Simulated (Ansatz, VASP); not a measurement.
# Two plane-wave programs on WSe2

```
W Se
1.0
     3.27902    0.00000    0.00000
    -1.63951    2.83972    0.00000
     0.00000    0.00000   12.78790
W Se
2 4
Direct
  0.29724 0.76527 0.25000
  0.66667 0.33333 0.75000
  0.33333 0.66667 0.61829
  0.66667 0.33333 0.11829
  0.33333 0.66667 0.88171
  0.66667 0.33333 0.38171
```

Alike in both runs: task single point; functional PBE; dispersion D3(BJ); k mesh 9 × 9 × 2; occupations gaussian, width 0.05 eV; no spin polarisation.

|  | VASP | Ansatz |
| --- | --- | --- |
| version | VASP 6.6.1 | Ansatz 0.2.0 |
| potentials or method | VASP PAW PBE potentials, release 64 (W_sv, Se), cutoff 520 eV | scalar-relativistic, plane waves, PAW |
| valence electrons in the cell | 52 | 92 |

|  | VASP | Ansatz | Ansatz less VASP |
| --- | --- | --- | --- |
| gap on the k mesh at the Fermi level (eV) | 0.50 | 0.50 | -0.001 |
| least direct gap on the mesh (eV) | 0.55 | 0.54 | -0.004 |
| pressure (GPa) | 3.9 | 3.6 | -0.35 |
| traceless stress, the component that is largest in VASP (GPa) | -4.46 | -4.37 | +0.090 |
| rms of the force components (eV/Å) | 1.762 | 1.753 | -0.0092 |

Atom by atom the forces differ by 0.024 eV/Å (rms over components). VASP's potentials hold 52 valence electrons a cell and Ansatz's 92, so a difference there can come from the potentials and not from the codes.

Spin-orbit coupling is off throughout.
